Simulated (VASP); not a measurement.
# MoS2 in VASP: further runs

The runs below take MoS2 through relaxation of the atoms, with PBEsol.

All numbers are computed with VASP 6.6.1; they aren't measurements. Logs are shortened: lines on timing, memory, paths and dates and some standing lists are left out, and cuts for length are marked.

## (1) The cell of the first run

The cell holds a sheet with vacuum, 3 atoms: a = 3.160 Å, b = 3.160 Å, c = 19.081 Å, α = 90.00°, β = 90.00°, γ = 60.00°.

## (2) Relaxation of the atoms, PBEsol (atoms moved at random)

Input file INCAR:

```
GGA = PS
LDIPOL = T
IDIPOL = 3
DIPOL = 0.5 0.5 0.499
ISMEAR = 0
SIGMA = 0.03
LWAVE = F
LCHARG = F
ISIF = 0
NSW = 120
PREC = Accurate
LASPH = T
LREAL = F
ALGO = Normal
EDIFF = 1E-6
NELM = 120
GGA_COMPAT = F
IBRION = 2
EDIFFG = -0.01
NELMIN = 4
ENCUT = 340
EFERMI = MIDGAP
NELMDL = -8
```

Input file KPOINTS:

```
Automatic mesh
0
Gamma
  5 5 1
  0 0 0
```

Input file POSCAR:

```
MoS2
1.0
    3.1599999999      0.0000000000      0.0000000000
    1.5800000000      2.7366402759      0.0000000000
    0.0000000000      0.0000000000     19.0811500000
S Mo
2 1
Direct
    0.0155550000      0.0108010000      0.4173340000
   -0.0166880000      0.0009110000      0.5785920000
    0.6517590000      0.6628370000      0.5009810000
```

Potentials or basis: VASP PAW PBE potentials, release 64 (S, Mo_sv).

Run with:

```console
$ cat potpaw_PBE.64/S/POTCAR potpaw_PBE.64/Mo_sv/POTCAR > POTCAR
$ mpirun -np 1 vasp_std > vasp.out
```

OUTCAR:

```text
GGA = PS
   ISMEAR = 0
   ISIF = 0
   NSW = 120
   PREC = Accurate
   LASPH = T
   LREAL = F
   EDIFF = 1E-6
   NELM = 120
   IBRION = 2
   EDIFFG = -0.01
   NELMIN = 4
   ENCUT = 340
   EFERMI = MIDGAP
   NELMDL = -8

 Found     13 irreducible k-points:

 Following reciprocal coordinates:
            Coordinates               Weight
  0.000000  0.000000  0.000000      1.000000
  0.200000  0.000000  0.000000      2.000000
  0.200000  0.200000  0.000000      2.000000
  0.000000  0.200000  0.000000      2.000000
  0.400000  0.000000  0.000000      2.000000
  0.400000  0.400000  0.000000      2.000000
   k-points           NKPTS =     13   k-points in BZ     NKDIM =     13   number of bands    NBANDS=     17
   number of dos      NEDOS =    301   number of ions     NIONS =      3
   total plane-waves  NPLWV =  48000
   dimension x,y,z NGX =    20 NGY =   20 NGZ =  120
   dimension x,y,z NGXF=    40 NGYF=   40 NGZF=  240
   ions per type =               2   1
   NGX,Y,Z   is equivalent  to a cutoff of  10.52, 10.52, 10.46 a.u.
   NGXF,Y,Z  is equivalent  to a cutoff of  21.04, 21.04, 20.91 a.u.
 SYSTEM =  unknown system
   PREC   = accura    normal or accurate (medium, high low for compatibility)
   ISTART =      0    job   : 0-new  1-cont  2-samecut
   ICHARG =      2    charge: 1-file 2-atom 10-const
   ISPIN  =      1    spin polarized calculation?
   LNONCOLLINEAR =      F non collinear calculations
   LSORBIT =      F    spin-orbit coupling
   LASPH  =      T    aspherical Exc in radial PAW
   ENCUT  =  340.0 eV  24.99 Ry    5.00 a.u.   4.75  4.75 28.69*2*pi/ulx,y,z
   NELM   =    120;   NELMIN=  4; NELMDL= -8     # of ELM steps
   EDIFF  = 0.1E-05   stopping-criterion for ELM
   LREAL  =      F    real-space projection
   EDIFFG = -.1E-01   stopping-criterion for IOM
   NSW    =    120    number of steps for IOM
   IBRION =      2    ionic relax: 0-MD 1-quasi-New 2-CG
   NFREE  =      1    steps in history (QN), initial steepest desc. (CG)
   ISIF   =      0    stress and relaxation
   ISYM   =      2    0-nonsym 1-usesym 2-fastsym
   POTIM  = 0.5000    time-step for ionic-motion
   TEBEG  =    0.0;   TEEND  =   0.0 temperature during run

   SCALEE = 1.0000    scale energy and forces
   PSTRESS=    0.0 pullay stress
   NELECT =      26.0000    total number of electrons
   NUPDOWN=      -1.0000    fix difference up-down
   EMIN   =  10.00;   EMAX   =-10.00  energy-range for DOS
   EFERMI =   0.00;   METHOD = MIDGAP
   ISMEAR =     0;   SIGMA  =   0.03  broadening in eV -4-tet -1-fermi 0-gaus
   EFERMI_NEDOS =   21; number of points for ismear=-14 and -15
   IALGO  =     38    algorithm
   IMIX   =      4    mixing-type and parameters
     AMIX     =   0.40;   BMIX     =  1.00
     AMIX_MAG =   1.60;   BMIX_MAG =  1.00
  volume/ion in A,a.u.               =      55.00       371.18
  Fermi-wavevector in a.u.,A,eV,Ry     =   0.884225  1.670943 10.637770  0.781854
  Thomas-Fermi vector in A             =   2.005097
   LORBIT       =      0    0 simple, 1 ext, 2 COOP (PROOUT), +10 PAW based schemes
   GGA     = PS    functional components
   LHFCALC =     F    Hartree Fock is set to
   AEXX    =    0.0000 exact exchange contribution
   IVDW    =     0    specifies the selected vdW correction
   LEPSILON=     F    determine dielectric tensor
   LRPA    =     F    only Hartree local field effects (RPA)

   CSHIFT  =0.1000    complex shift for real part using Kramers Kronig

   OMEGAMAX=  -1.0    maximum frequency
 conjugate gradient relaxation of ions
 non-spin polarized calculation
 Gauss-broadening in eV      SIGMA  =   0.03
  energy-cutoff  :      340.00
  volume of cell :      165.01
 maximum number of plane-waves:      2359
   NGX =  9   NGY =  9   NGZ = 57

--------------------------------------- Ionic step        1  -------------------------------------------

 number of electron      25.9999999 magnetization

 Free energy of the ion-electron system (eV)
  ---------------------------------------------------
  ext. energy  EPLUGINS =         0.00000000
  ---------------------------------------------------
  free energy    TOTEN  =       -23.29036160 eV

  energy without entropy =      -23.29036160  energy(sigma->0) =      -23.29036160

------------------------ aborting loop because EDIFF is reached ----------------------------------------

 VOLUME and BASIS-vectors are now :
 -----------------------------------------------------------------------------
  energy-cutoff  :      340.00
  volume of cell :      165.01
      direct lattice vectors                 reciprocal lattice vectors
     3.160000000  0.000000000  0.000000000     0.316455696 -0.182705781  0.000000000
     1.580000000  2.736640276  0.000000000     0.000000000  0.365411563  0.000000000
     0.000000000  0.000000000 19.081150000     0.000000000  0.000000000  0.052407743
[... 15 lines left out ...]
--------------------------------------- Ionic step        2  -------------------------------------------

 number of electron      26.0000005 magnetization

------------------------ aborting loop because EDIFF is reached ----------------------------------------

 vacuum level on the upper side and lower side of the slab       (xc-potential included)        -0.049         0.028

 VOLUME and BASIS-vectors are now :
 -----------------------------------------------------------------------------
  energy-cutoff  :      340.00
  volume of cell :      165.01
      direct lattice vectors                 reciprocal lattice vectors
     3.160000000  0.000000000  0.000000000     0.316455696 -0.182705781  0.000000000
     1.580000000  2.736640276  0.000000000     0.000000000  0.365411563  0.000000000
     0.000000000  0.000000000 19.081150000     0.000000000  0.000000000  0.052407743

 POSITION                                       TOTAL-FORCE (eV/Angst)
 -----------------------------------------------------------------------------------
      0.01692      0.01529      7.98424        -0.165370     -0.020629     -0.952570
      4.68456      2.73026     11.10067         0.473286      0.173789     -0.991223
      3.16028      1.83709      9.47780        -0.307916     -0.153160      1.943793
 -----------------------------------------------------------------------------------
    total drift:                                0.000639     -0.000055      0.000083
[... 30 lines left out ...]
  FREE ENERGIE OF THE ION-ELECTRON SYSTEM (eV)
  ---------------------------------------------------
  free  energy   TOTEN  =       -23.3902286451 eV

  energy  without entropy=      -23.3902286451  energy(sigma->0) =      -23.39022865

[... ionic steps 4 to 9 ...]

--------------------------------------- Ionic step       10  -------------------------------------------

 number of electron      25.9999998 magnetization

------------------------ aborting loop because EDIFF is reached ----------------------------------------

 VOLUME and BASIS-vectors are now :
 -----------------------------------------------------------------------------
  energy-cutoff  :      340.00
  volume of cell :      165.01
      direct lattice vectors                 reciprocal lattice vectors
     3.160000000  0.000000000  0.000000000     0.316455696 -0.182705781  0.000000000
     1.580000000  2.736640276  0.000000000     0.000000000  0.365411563  0.000000000
     0.000000000  0.000000000 19.081150000     0.000000000  0.000000000  0.052407743
[... 38 lines left out ...]
  FREE ENERGIE OF THE ION-ELECTRON SYSTEM (eV)
  ---------------------------------------------------
  free  energy   TOTEN  =       -23.4167998522 eV

  energy  without entropy=      -23.4167998522  energy(sigma->0) =      -23.41679985

 added-field ion interaction          0.000022 eV  (added to PSCEN)

--------------------------------------- Ionic step       12  -------------------------------------------

 number of electron      25.9999998 magnetization

 DIPCOR: dipole corrections for dipol
 direction  3 min pos   240,
 dipolmoment           0.000000      0.000000      0.000024 electrons x Angstroem
 Tr[quadrupol]       -27.830236

 energy correction for charged system         0.000000 eV

 dipol+quadrupol energy correction           -0.000000 eV

 added-field ion interaction         -0.000040 eV  (added to PSCEN)

 Free energy of the ion-electron system (eV)
  ---------------------------------------------------
  ext. energy  EPLUGINS =         0.00000000
  ---------------------------------------------------
  free energy    TOTEN  =       -23.41680477 eV

  energy without entropy =      -23.41680477  energy(sigma->0) =      -23.41680477

 E-fermi :  -0.8051     XC(G=0):  -4.0389

 val. band max:       -1.8431097185   @ k =   0.0000   0.0000   0.0000
 cond. band min:       0.2329027781   @ k =  -0.2000   0.2000   0.0000
 fundamental gap:      2.0760124966
 Fermi energy:        -0.8051034702

 k-point     1 :       0.0000    0.0000    0.0000
  band No.  band energies     occupation
      1     -62.5394      2.00000
      2     -36.7479      2.00000
      3     -36.5087      2.00000
      4     -36.5087      2.00000
      5     -15.9998      2.00000
      6     -14.6292      2.00000
[... 9 lines left out ...]
     16       1.3064      0.00000
     17       1.3072      0.00000
[... 83 lines left out ...]
      1     -62.5013      2.00000
      2     -36.8785      2.00000
      3     -36.6727      2.00000
      4     -36.5939      2.00000
      5     -14.2725      2.00000
      6     -13.9541      2.00000
[... 9 lines left out ...]
     16       1.9567      0.00000
     17       2.5488      0.00000

 [... further k-points ...]

------------------------ aborting loop because EDIFF is reached ----------------------------------------

 vacuum level on the upper side and lower side of the slab       (xc-potential included)        -0.087        -0.087

 VOLUME and BASIS-vectors are now :
 -----------------------------------------------------------------------------
  energy-cutoff  :      340.00
  volume of cell :      165.01
      direct lattice vectors                 reciprocal lattice vectors
     3.160000000  0.000000000  0.000000000     0.316455696 -0.182705781  0.000000000
     1.580000000  2.736640276  0.000000000     0.000000000  0.365411563  0.000000000
     0.000000000  0.000000000 19.081150000     0.000000000  0.000000000  0.052407743

 POSITION                                       TOTAL-FORCE (eV/Angst)
 -----------------------------------------------------------------------------------
      3.14688      0.00723      7.96857         0.004444     -0.000246      0.001488
      3.14751      0.00716     11.07322        -0.001565      0.000313     -0.000984
      3.14737      1.83161      9.52092        -0.002879     -0.000067     -0.000504
 -----------------------------------------------------------------------------------
    total drift:                                0.000392      0.000030      0.001885

  FREE ENERGIE OF THE ION-ELECTRON SYSTEM (eV)
  ---------------------------------------------------
  free  energy   TOTEN  =       -23.4168047667 eV

  energy  without entropy=      -23.4168047667  energy(sigma->0) =      -23.41680477

 reached required accuracy - stopping structural energy minimisation

 vacuum level on the upper side and lower side of the slab         4.045         4.042
```

Run time: 83 s. Hardware: 1 thread of Intel Xeon Platinum 8559C (Emerald Rapids), shared host; peak memory 0.2 GiB.

Results:

| Property | Result |
| --- | --- |
| Free energy | -23.4168 eV |
| Energy gained by relaxing | 42.1 meV/atom |
| Ionic steps | 12 |
| Largest force after relaxing | 0.005 eV/Å |
| Band gap on the k mesh | 2.08 eV (least direct gap 2.36 eV) |

Forces in eV/Å, atoms in the order of the input:
```
S    0.004  0.000  0.001
S   -0.002  0.000 -0.001
Mo  -0.003  0.000 -0.001
```

The path:
| step | energy change (eV) | largest force (eV/Å) |
| --- | --- | --- |
| 1 | 0.0000 | 2.0763 |
| 2 | -0.0457 | 1.9740 |
| 3 | -0.0999 | 0.6769 |
| 4 | -0.1176 | 0.4028 |
| 5 | -0.1177 | 0.3986 |
| 6 | -0.1255 | 0.1215 |
| 7 | -0.1263 | 0.0657 |
| 8 | -0.1263 | 0.0650 |
| 9 | -0.1264 | 0.0415 |
| 10 | -0.1264 | 0.0252 |
| 11 | -0.1264 | 0.0170 |
| 12 | -0.1264 | 0.0047 |

Final structure:
```
S Mo
1.0
     3.16000    0.00000    0.00000
     1.58000    2.73664    0.00000
     0.00000    0.00000   19.08115
S Mo
2 1
Direct
  0.99453 0.00264 0.41761
  0.99474 0.00262 0.58032
  0.66136 0.66929 0.49897
```

Levels at points of the mesh, in eV from the valence-band top:
| k point | band 11 | band 12 | band 13 | band 14 | band 15 | band 16 |
| --- | --- | --- | --- | --- | --- | --- |
| (0.00, 0.00, 0.00) | -1.49 | -1.49 | 0.00 | 2.86 | 2.86 | 3.15 |

Caveat: the k points lie up to 0.46 Å⁻¹ apart; the cell differs from its parent crystal (atoms moved at random); the PAW data sets were made with another functional, which shifts forces and pressure a little.

## (3) Relaxation of the atoms, PBEsol (atoms moved at random)

INCAR: that of step 2 with these lines changed.

```diff
@@ -14,3 +14,3 @@
 ALGO = Normal
-EDIFF = 1E-6
+EDIFF = 1E-7
 NELM = 120
@@ -18,5 +18,5 @@
 IBRION = 2
-EDIFFG = -0.01
+EDIFFG = -0.002
 NELMIN = 4
-ENCUT = 340
+ENCUT = 520
 EFERMI = MIDGAP
```

Input file KPOINTS:

```
Automatic mesh
0
Gamma
  8 8 1
  0 0 0
```

POSCAR is that of step 2.

Potentials or basis: VASP PAW PBE potentials, release 64 (S, Mo_sv).

Run with:

```console
$ cat potpaw_PBE.64/S/POTCAR potpaw_PBE.64/Mo_sv/POTCAR > POTCAR
$ mpirun -np 1 vasp_std > vasp.out
```

OUTCAR:

```text
GGA = PS
   ISMEAR = 0
   ISIF = 0
   NSW = 120
   PREC = Accurate
   LASPH = T
   LREAL = F
   EDIFF = 1E-7
   NELM = 120
   IBRION = 2
   EDIFFG = -0.002
   NELMIN = 4
   ENCUT = 520
   EFERMI = MIDGAP
   NELMDL = -8

 ion  position               nearest neighbor table
   1  0.016  0.011  0.417-   3 2.36   3 2.40   3 2.52
   2  0.983  0.001  0.579-   3 2.34   3 2.35   3 2.36
   3  0.652  0.663  0.501-   2 2.34   2 2.35   2 2.36   1 2.36   1 2.40   1 2.52

  LATTYP: Found a hexagonal cell.
 ALAT       =     3.1599999999
 C/A-ratio  =     6.0383386077

  Lattice vectors:

 A1 = (  -1.5800000000,  -2.7366402759,   0.0000000000)
 A2 = (   3.1599999999,   0.0000000000,   0.0000000000)
 A3 = (   0.0000000000,   0.0000000000,  19.0811500000)

Analysis of symmetry for initial positions (statically):
=====================================================================
 Subroutine PRICEL returns:
 Original cell was already a primitive cell.

 Routine SETGRP: Setting up the symmetry group for a
 hexagonal supercell.

 Subroutine GETGRP returns: Found  1 space group operations
 (whereof  1 operations were pure point group operations)
 out of a pool of 24 trial point group operations.

The static configuration has the point symmetry C_1 .

Analysis of symmetry for dynamics (positions and initial velocities):
[... 314 lines left out ...]

--------------------------------------- Ionic step       16  -------------------------------------------

 number of electron      26.0000000 magnetization

 DIPCOR: dipole corrections for dipol
 direction  3 min pos   288,
 dipolmoment           0.000000      0.000000      0.000000 electrons x Angstroem
 Tr[quadrupol]       -27.831588

 energy correction for charged system         0.000000 eV

 dipol+quadrupol energy correction           -0.000000 eV

 added-field ion interaction         -0.000000 eV  (added to PSCEN)

 Free energy of the ion-electron system (eV)
  ---------------------------------------------------
  ext. energy  EPLUGINS =         0.00000000
  ---------------------------------------------------
  free energy    TOTEN  =       -23.42151845 eV

  energy without entropy =      -23.42151845  energy(sigma->0) =      -23.42151845

 E-fermi :  -0.8824     XC(G=0):  -4.0318

 val. band max:       -1.8439296068   @ k =   0.0000   0.0000   0.0000
 cond. band min:       0.0790375144   @ k =  -0.3750   0.2500   0.0000
 fundamental gap:      1.9229671211
 Fermi energy:        -0.8824460462

 k-point     1 :       0.0000    0.0000    0.0000
  band No.  band energies     occupation
      1     -62.5544      2.00000
      2     -36.7528      2.00000
      3     -36.5139      2.00000
      4     -36.5139      2.00000
      5     -16.0055      2.00000
      6     -14.6347      2.00000
[... 457 lines left out ...]
      4     -36.6409      2.00000
      5     -14.0528      2.00000
      6     -13.8593      2.00000
[... 9 lines left out ...]
     16       1.8560      0.00000
     17       2.5630      0.00000

 [... further k-points ...]

------------------------ aborting loop because EDIFF is reached ----------------------------------------

 vacuum level on the upper side and lower side of the slab       (xc-potential included)        -0.027        -0.028

 VOLUME and BASIS-vectors are now :
 -----------------------------------------------------------------------------
  energy-cutoff  :      520.00
  volume of cell :      165.01
      direct lattice vectors                 reciprocal lattice vectors
     3.160000000  0.000000000  0.000000000     0.316455696 -0.182705781  0.000000000
     1.580000000  2.736640276  0.000000000     0.000000000  0.365411563  0.000000000
     0.000000000  0.000000000 19.081150000     0.000000000  0.000000000  0.052407743
[... 9 lines left out ...]
  FREE ENERGIE OF THE ION-ELECTRON SYSTEM (eV)
  ---------------------------------------------------
  free  energy   TOTEN  =       -23.4215184469 eV

  energy  without entropy=      -23.4215184469  energy(sigma->0) =      -23.42151845

 reached required accuracy - stopping structural energy minimisation

 vacuum level on the upper side and lower side of the slab         4.098         4.099
```

OSZICAR:

```text
N       E                     dE             d eps       ncg     rms          rms(c)
DAV:   1     0.165872552315E+03    0.16587E+03   -0.13964E+04  1572   0.124E+03
DAV:   2    -0.143871769645E+02   -0.18026E+03   -0.17821E+03  1598   0.270E+02
DAV:   3    -0.246189832988E+02   -0.10232E+02   -0.10199E+02  1519   0.622E+01
[... 17 lines left out ...]
       N       E                     dE             d eps       ncg     rms          rms(c)
DAV:   1    -0.234215182879E+02   -0.20628E-06   -0.50438E-05  1185   0.603E-02    0.300E-03
DAV:   2    -0.234215184574E+02   -0.16947E-06   -0.18989E-06  1378   0.116E-02    0.115E-03
DAV:   3    -0.234215184500E+02    0.73283E-08   -0.18269E-08   592   0.128E-03    0.801E-04
DAV:   4    -0.234215184469E+02    0.31037E-08   -0.22623E-08   578   0.119E-03
  16 F= -.23421518E+02 E0= -.23421518E+02  d E =-.361715E-06
```

CONTCAR:

```text
MoS2
   1.00000000000000
     3.1599999999000001    0.0000000000000000    0.0000000000000000
     1.5800000000000001    2.7366402759000001    0.0000000000000000
     0.0000000000000000    0.0000000000000000   19.0811500000000009
  S               Mo
     2     1
Direct
     0.9946393212702831    0.0026272408030752    0.4176436467653811
     0.9946712163885091    0.0026274419317850    0.5802937456181844
     0.6613154623412029    0.6692943172651458    0.4989696076164346

  0.00000000E+00  0.00000000E+00  0.00000000E+00
  0.00000000E+00  0.00000000E+00  0.00000000E+00
  0.00000000E+00  0.00000000E+00  0.00000000E+00
```

Run time: 6.3 min. Hardware: 1 thread of Intel Xeon Platinum 8559C (Emerald Rapids), shared host; peak memory 0.33 GiB.

What came out:

- Free energy: -23.4215 eV
- Energy gained by relaxing: 42.2 meV/atom
- Ionic steps: 16
- Band gap on the k mesh: 1.92 eV (least direct gap 2.06 eV)

Step by step:
| step | energy change (eV) | largest force (eV/Å) |
| --- | --- | --- |
| 1 | 0.0000 | 2.0822 |
| 2 | -0.0450 | 1.9856 |
| 3 | -0.1000 | 0.6747 |
| 4 | -0.1176 | 0.4058 |
| 5 | -0.1177 | 0.4016 |
| 6 | -0.1255 | 0.1213 |
| 7 | -0.1264 | 0.0654 |
| 8 | -0.1264 | 0.0646 |
| 9 | -0.1265 | 0.0436 |
| 10 | -0.1265 | 0.0261 |
| 11 | -0.1265 | 0.0152 |
| 12 | -0.1265 | 0.0053 |
| 13 | -0.1265 | 0.0054 |
| 14 | -0.1265 | 0.0026 |
| 15 | -0.1265 | 0.0027 |
| 16 | -0.1265 | 0.0010 |

Final structure:
```
S Mo
1.0
     3.16000    0.00000    0.00000
     1.58000    2.73664    0.00000
     0.00000    0.00000   19.08115
S Mo
2 1
Direct
  0.99464 0.00263 0.41764
  0.99467 0.00263 0.58029
  0.66132 0.66929 0.49897
```

Caveat: the cell differs from its parent crystal (atoms moved at random); the PAW data sets were made with another functional, which shifts forces and pressure a little.
